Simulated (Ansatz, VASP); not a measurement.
Ta5W: VASP beside Ansatz

```
CELL_PARAMETERS angstrom
1.64207 -2.33740 0.00000
1.64207 2.33740 0.00000
0.00000 0.00000 13.95418
ATOMIC_POSITIONS crystal
Ta 0.00000 0.00000 0.16039
Ta 0.50000 0.50000 0.33015
Ta 0.00000 0.00000 0.50000
Ta 0.50000 0.50000 0.66985
Ta 0.00000 0.00000 0.83961
W 0.50000 0.50000 0.00000
```

Alike in both runs: task single point; functional PBE; k mesh 6 × 6 × 2; occupations gaussian, width 0.1 eV; no spin polarisation.

|  | VASP | Ansatz |
| --- | --- | --- |
| version | VASP 6.6.1 | Ansatz 0.2.0 |
| potentials or method | VASP PAW PBE potentials, release 64 (Ta_pv, W_sv), cutoff 520 eV | scalar-relativistic, plane waves, PAW |
| valence electrons in the cell | 69 | 79 |

VASP gave:

| Property | Result |
| --- | --- |
| gap on the k mesh at the Fermi level (eV) | none |
| pressure (GPa) | 0.7 |
| traceless stress, the component that is largest in VASP (GPa) | 0.47 |
| rms of the force components (eV/Å) | 0.044 |

Problem. What did Ansatz give for the same quantities?

Solution. gap on the k mesh at the Fermi level (eV): none; pressure (GPa): 0.6; traceless stress, the component that is largest in VASP (GPa): 0.49; rms of the force components (eV/Å): 0.047.

Atom by atom the forces differ by 0.004 eV/Å (rms over components). A gap of «none» marks a metal or a gap that the smearing closes. VASP's potentials hold 69 valence electrons a cell and Ansatz's 79, so a difference there can come from the potentials and not from the codes.

The k mesh is coarse, so the values compare programs but aren't converged. Spin-orbit coupling is off throughout.
